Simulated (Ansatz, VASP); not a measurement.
One calculation of Ta, two programs

INCAR

```
  ALGO = Normal
  EDIFF = 1E-6
  ENCUT = 520
  GGA = PS
  ISIF = 2
  ISMEAR = 0
  LASPH = T
  LCHARG = F
  LREAL = F
  LWAVE = F
  NBANDS = 12
  NELM = 60
  PREC = Accurate
  SIGMA = 0.15
```

File KPOINTS:

```
k-points
0
Gamma
  20 20 20
```

POSCAR

```
Ta
1.0
   -1.7173312000      1.7173312000      1.7173312000
    1.7173312000     -1.7173312000      1.7173312000
    1.7173312000      1.7173312000     -1.7173312000
Ta
1
Direct
    0.0000000000      0.0000000000      0.0000000000
```

Input for Ansatz:

```yaml
crystal:
  lattice:
    - [-1.7173312, 1.7173312, 1.7173312]
    - [1.7173312, -1.7173312, 1.7173312]
    - [1.7173312, 1.7173312, -1.7173312]
  atoms:
    - { symbol: Ta, position: [0.0, 0.0, 0.0] }
basis:
  ecutwfc: 420
kpoints:
  mp_grid: { grid: [20, 20, 20] }
hamiltonian:
  xc: pbesol
scf:
  occupations: { method: gaussian, width: 0.15 }
output:
  forces: true
  stress: true
  eigenvalues: true
```

Change from the starting cell: strain +0.040 along x and y, +0.040 along z, atoms carried along.

Alike in both runs: task single point; functional PBEsol; k mesh 20 × 20 × 20; occupations gaussian, width 0.15 eV; no spin polarisation.

```csv
,VASP,Ansatz
version,VASP 6.6.1,Ansatz 0.2.0
potentials or method,"VASP PAW PBE potentials, release 64 (Ta_pv), cutoff 520 eV","scalar-relativistic, plane waves, PAW"
valence electrons in the cell,11,13
```

```csv
,VASP,Ansatz,Ansatz less VASP
gap on the k mesh at the Fermi level (eV),none,none,-
pressure (GPa),-21.9,-21.9,-0.01
```

VASP's potentials were made for PBE, not for PBEsol. A gap of «none» marks a metal or a gap that the smearing closes. VASP's potentials hold 11 valence electrons a cell and Ansatz's 13, so a difference there can come from the potentials and not from the codes.

Neither program's run includes spin-orbit coupling.
